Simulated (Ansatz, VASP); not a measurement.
## One calculation of MoS2, two programs

```
CELL_PARAMETERS angstrom
3.18507 0.00000 0.00000
-1.59253 2.75835 0.00000
0.00000 0.00000 14.80798
ATOMIC_POSITIONS crystal
Mo 0.66667 0.33333 0.25000
Mo 0.33333 0.66667 0.75000
S 0.66667 0.33333 0.64448
S 0.33333 0.66667 0.35552
S 0.66667 0.33333 0.85552
S 0.33333 0.66667 0.14448
```

Alike in both runs: functional PBE; k mesh 12 × 12 × 2; occupations gaussian, width 0.02 eV; no spin polarisation.

Ansatz relaxed the structure, and its values are those at the end. VASP's run is a single point on that final structure, the one shown.

```csv
,VASP,Ansatz
version,VASP 6.6.1,Ansatz 0.2.0
potentials or method,"VASP PAW PBE potentials, release 64 (Mo_sv, S), cutoff 520 eV","scalar-relativistic, plane waves, PAW"
valence electrons in the cell,52,52
```

```csv
,VASP,Ansatz,Ansatz less VASP
gap on the k mesh at the Fermi level (eV),1.46,1.45,-0.013
least direct gap on the mesh (eV),1.67,1.66,-0.004
pressure (GPa),-0.1,0.0,+0.10
rms of the force components (eV/Å),0.005,0.001,-0.0042
```
